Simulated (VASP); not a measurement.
# Ca7S7Br (a cell with a defect) in VASP: single point with PBEsol

Aim: the single point of Ca7S7Br (a cell with a defect) with PBEsol.

All numbers are computed with VASP 6.6.1; they aren't measurements. Logs are shortened: lines on timing, memory, paths and dates and some standing lists are left out, and cuts for length are marked.

**1. The cell of the first run**

The cell holds a defect, 15 atoms: a = 7.967 Å, b = 7.967 Å, c = 7.967 Å, α = 60.00°, β = 60.00°, γ = 60.00°.

**2. Single point, PBEsol**

INCAR

```
SYSTEM = Ca7S7Br
  PREC = Accurate
  ENCUT = 520
  EDIFF = 1E-7
  ISMEAR = -1
  SIGMA = 0.05
  LREAL = Auto
  LASPH = .True.
  NELM = 60
  ALGO = Normal
  ISIF = 2
  LWAVE = .False.
  LCHARG = .True.
  GGA = PS
  LELF = .True.
  LVHAR = .True.
  NBANDS = 72
  ISYM = 0
```

KPOINTS

```
Automatic mesh
0
Gamma
  1 1 1
  0.25 0.25 0.25
```

POSCAR

```
Ca7S7Br
1.0
    0.0000000000      5.6332190000      5.6332190000
    5.6332190000      0.0000000000      5.6332190000
    5.6332190000      5.6332190000      0.0000000000
Br S Ca
1 7 7
Direct
    0.7550450000      0.2482500000      0.2480370000
    0.2496580000      0.7470470000      0.7523790000
    0.2459220000      0.7577720000      0.2440160000
    0.7504610000      0.2497920000      0.7436230000
    0.2482700000      0.2518840000      0.7472410000
    0.7541920000      0.7457980000      0.2499860000
    0.2488050000      0.2456670000      0.2514510000
    0.7544050000      0.7455440000      0.7487530000
    0.5043370000      0.5010130000      0.5030690000
    0.0024620000      0.9989250000      0.5003570000
    0.4986560000      0.5018830000      0.9979380000
    0.0003900000      0.4995740000      0.0009040000
    0.5038230000      0.0054440000      0.4988950000
    0.4982910000      0.0011310000      0.9951050000
    0.0020800000      0.5055380000      0.4946370000
```

Potentials or basis: VASP PAW PBE potentials, release 64 (Br, S, Ca_sv).

On the command line:

```bash
> cat potpaw_PBE.64/Br/POTCAR potpaw_PBE.64/S/POTCAR potpaw_PBE.64/Ca_sv/POTCAR > POTCAR
> mpirun -np 1 vasp_std > vasp.out
```

OUTCAR:

```text
SYSTEM = Ca7S7Br
   PREC = Accurate
   ENCUT = 520
   EDIFF = 1E-7
   ISMEAR = -1
   LREAL = Auto
   LASPH = .True.
   NELM = 60
   ISIF = 2
   GGA = PS
   ISYM = 0

 ion  position               nearest neighbor table
   1  0.755  0.248  0.248-  13 2.78  12 2.80  10 2.82  11 2.85   9 2.86
   2  0.250  0.747  0.752-  11 2.79   9 2.79  12 2.80  10 2.81  13 2.89
   3  0.246  0.758  0.244-  14 2.79  15 2.79  10 2.80  11 2.83   9 2.92
   4  0.750  0.250  0.744-   9 2.74  10 2.78  14 2.82  11 2.85  15 2.86
   5  0.248  0.252  0.747-  13 2.79  14 2.80  15 2.81  12 2.82   9 2.85
   6  0.754  0.746  0.250-  15 2.78   9 2.79  12 2.79  13 2.87  14 2.88
   7  0.249  0.246  0.251-  10 2.78  12 2.81  14 2.82  13 2.83  15 2.83  11 2.85
   8  0.754  0.746  0.749-  15 2.78  12 2.81  11 2.81  13 2.82  10 2.82  14 2.83
   9  0.504  0.501  0.503-   4 2.74   6 2.79   2 2.79   5 2.85   1 2.86   3 2.92
  10  0.002  0.999  0.500-   7 2.78   4 2.78   3 2.80   2 2.81   1 2.82   8 2.82
  11  0.499  0.502  0.998-   2 2.79   8 2.81   3 2.83   7 2.85   4 2.85   1 2.85
  12  0.000  0.500  0.001-   6 2.79   1 2.80   2 2.80   8 2.81   7 2.81   5 2.82
  13  0.504  0.005  0.499-   1 2.78   5 2.79   8 2.82   7 2.83   6 2.87   2 2.89
  14  0.498  0.001  0.995-   3 2.79   5 2.80   4 2.82   7 2.82   8 2.83   6 2.88
  15  0.002  0.506  0.495-   6 2.78   8 2.78   3 2.79   5 2.81   7 2.83   4 2.86

IMPORTANT INFORMATION: All symmetrisations will be switched off!
NOSYMM: (Re-)initialisation of all symmetry stuff for point group C_1.

----------------------------------------------------------------------------------------

                                     Primitive cell

  volume of cell :     357.5196

  direct lattice vectors                    reciprocal lattice vectors
     0.000000000  5.633219000  5.633219000    -0.088759198  0.088759198  0.088759198
     5.633219000  0.000000000  5.633219000     0.088759198 -0.088759198  0.088759198
     5.633219000  5.633219000  0.000000000     0.088759198  0.088759198 -0.088759198

  length of vectors
     7.966574710  7.966574710  7.966574710     0.153735440  0.153735440  0.153735440

  position of ions in fractional coordinates (direct lattice)
     0.755045000  0.248250000  0.248037000
     0.249658000  0.747047000  0.752379000
     0.245922000  0.757772000  0.244016000
     0.750461000  0.249792000  0.743623000
     0.248270000  0.251884000  0.747241000
     0.754192000  0.745798000  0.249986000
     0.248805000  0.245667000  0.251451000
     0.754405000  0.745544000  0.748753000
     0.504337000  0.501013000  0.503069000
     0.002462000  0.998925000  0.500357000
     0.498656000  0.501883000  0.997938000
     0.000390000  0.499574000  0.000904000
     0.503823000  0.005444000  0.498895000
     0.498291000  0.001131000  0.995105000
[... 91 lines left out ...]
  volume/ion in A,a.u.               =      23.83       160.84
  Fermi-wavevector in a.u.,A,eV,Ry     =   1.134551  2.143990 17.513487  1.287205
  Thomas-Fermi vector in A             =   2.271255
   LORBIT       =      0    0 simple, 1 ext, 2 COOP (PROOUT), +10 PAW based schemes
   GGA     = PS    functional components
   LHFCALC =     F    Hartree Fock is set to
   AEXX    =    0.0000 exact exchange contribution
   IVDW    =     0    specifies the selected vdW correction
   LEPSILON=     F    determine dielectric tensor
   LRPA    =     F    only Hartree local field effects (RPA)
 non-spin polarized calculation
  energy-cutoff  :      520.00
  volume of cell :      357.52
 maximum number of plane-waves:      9645
 NGX is ok and might be reduce to    60
   NGX = 29   NGY = 29   NGZ = 29

 number of electron     118.9999999 magnetization

 Free energy of the ion-electron system (eV)
  ---------------------------------------------------
  ext. energy  EPLUGINS =         0.00000000
  ---------------------------------------------------
  free energy    TOTEN  =       -74.70886619 eV

  energy without entropy =      -74.60066946  energy(sigma->0) =      -74.65476782

 E-fermi :   2.5175     XC(G=0):  -9.3104

 val. band max:        2.4860552903   @ k =   0.2500   0.2500   0.2500
 cond. band min:       5.0938447991   @ k =   0.2500   0.0000   0.0000
 fundamental gap:      2.6077895088
 Fermi energy:         2.5175157756

 k-point     1 :       0.2500    0.2500    0.2500
  band No.  band energies     occupation
      1     -36.8623      2.00000
      2     -36.8251      2.00000
      3     -36.7113      2.00000
      4     -36.6868      2.00000
      5     -36.4420      2.00000
      6     -36.3656      2.00000
[... 285 lines left out ...]
     70       7.4299      0.00000
     71       7.4763      0.00000
 [bands above 71 left out]

------------------------ aborting loop because EDIFF is reached ----------------------------------------

  FORCE on cell =-STRESS in cart. coord.  units (eV):
  Direction    XX          YY          ZZ          XY          YZ          ZX
  --------------------------------------------------------------------------------------
  -------------------------------------------------------------------------------------
  Total        1.4952404      3.9555691      4.2021325     -0.0052628     -0.0260979     -0.0108514
  in kB        6.7007237     17.7263639     18.8313052     -0.0235844     -0.1169544     -0.0486290
  external PRESSURE =      14.4194643 kB  Pullay stress =       0.0000000 kB

 VOLUME and BASIS-vectors are now :
 -----------------------------------------------------------------------------
  energy-cutoff  :      520.00
  volume of cell :      357.52
      direct lattice vectors                 reciprocal lattice vectors
     0.000000000  5.633219000  5.633219000    -0.088759198  0.088759198  0.088759198
     5.633219000  0.000000000  5.633219000     0.088759198 -0.088759198  0.088759198
     5.633219000  5.633219000  0.000000000     0.088759198  0.088759198 -0.088759198

 POSITION                                       TOTAL-FORCE (eV/Angst)
 -----------------------------------------------------------------------------------
      2.79569      5.65058      5.65178        -0.279505     -0.145151     -0.018878
      8.44660      5.64469      5.61466        -0.405836     -0.002131      0.127907
      5.64329      2.75993      5.65403        -0.152229      0.582405     -0.015785
      5.59612      8.41650      5.63464         0.099320     -0.306274      0.001295
      5.62829      5.60793      2.81748        -0.073880      0.047048      0.503997
      5.60947      5.65675      8.44977         0.082463     -0.188245     -0.388835
      2.80037      2.81805      2.78547         0.005834      0.087417      0.209128
      8.41770      8.46762      8.44954         0.133412     -0.067976     -0.026756
      5.65621      5.67494      5.66336         0.819289     -0.281702     -0.074594
      8.44578      2.83249      5.64103         0.007612      1.075274     -0.012746
      8.44882      8.43064      5.63626        -0.031779     -0.921078     -0.036466
      2.81930      0.00729      2.81641        -0.026707     -0.002774      1.095208
      2.84105      5.64853      2.86881        -0.134969     -0.086461     -1.280695
      5.61202      8.41263      2.81335         0.054264      0.151646      0.039130
      5.63420      2.79812      2.85952        -0.097289      0.058002     -0.121911
 -----------------------------------------------------------------------------------
    total drift:                               -0.001080      0.001110      0.001333

  FREE ENERGIE OF THE ION-ELECTRON SYSTEM (eV)
  ---------------------------------------------------
  free  energy   TOTEN  =       -74.7088661855 eV

  energy  without entropy=      -74.6006694588  energy(sigma->0) =      -74.65476782
```

OSZICAR:

```text
N       E                     dE             d eps       ncg     rms          rms(c)
DAV:   1     0.117925848670E+04    0.11793E+04   -0.56024E+04   584   0.154E+03
DAV:   2     0.278008807615E+02   -0.11515E+04   -0.11249E+04   688   0.433E+02
DAV:   3    -0.701476537107E+02   -0.97949E+02   -0.97123E+02   760   0.106E+02
[... 11 lines left out ...]
DAV:  15    -0.747088636779E+02   -0.29694E-05   -0.87524E-06   752   0.910E-03    0.770E-03
DAV:  16    -0.747088658909E+02   -0.22130E-05   -0.32407E-06   568   0.528E-03    0.247E-03
DAV:  17    -0.747088659922E+02   -0.10134E-06   -0.48340E-07   696   0.184E-03    0.120E-03
DAV:  18    -0.747088661419E+02   -0.14964E-06   -0.11597E-07   488   0.111E-03    0.897E-04
DAV:  19    -0.747088661855E+02   -0.43639E-07   -0.49216E-08   464   0.630E-04
   1 F= -.74708866E+02 E0= -.74654768E+02  d E =-.108197E+00
```

stdout:

```text
POSCAR found type information on POSCAR BrS Ca
 POSCAR found :  3 types and      15 ions
 scaLAPACK will be used
 -----------------------------------------------------------------------------
|                                                                             |
|                                                                             |
|     You enforced a specific xc type in the INCAR file but a different       |
|     I HOPE YOU KNOW WHAT YOU ARE DOING!                                     |
|                                                                             |
 -----------------------------------------------------------------------------

 LDA part: xc-table for (Slater+PW92), standard interpolation
 POSCAR, INCAR and KPOINTS ok, starting setup
 FFT: planning ... GRIDC
 FFT: planning ... GRID_SOFT
 FFT: planning ... GRID
 WAVECAR not read
 entering main loop
```

Wall time 2.7 min (1 thread of AMD EPYC 9R45 (Zen 5), shared host); peak memory 0.47 GiB.

What came out:

* Free energy: -74.7089 eV
* Pressure: 1.4 GPa
* Largest force: 1.291 eV/Å

Forces on the atoms (eV/Å):
```
Br  -0.280 -0.145 -0.019
S   -0.406 -0.002  0.128
S   -0.152  0.582 -0.016
S    0.099 -0.306  0.001
S   -0.074  0.047  0.504
S    0.082 -0.188 -0.389
S    0.006  0.087  0.209
S    0.133 -0.068 -0.027
Ca   0.819 -0.282 -0.075
Ca   0.008  1.075 -0.013
Ca  -0.032 -0.921 -0.036
Ca  -0.027 -0.003  1.095
Ca  -0.135 -0.086 -1.281
Ca   0.054  0.152  0.039
Ca  -0.097  0.058 -0.122
```

Stress tensor (GPa, compression positive):
```
 0.67  0.00  0.00
 0.00  1.77 -0.01
 0.00 -0.01  1.88
```

Caveat: the k points lie up to 0.97 Å⁻¹ apart; the PAW data sets were made with another functional, which shifts forces and pressure a little; an odd number of electrons without spin polarisation forces a metal; a magnetic or distorted state may lie lower.
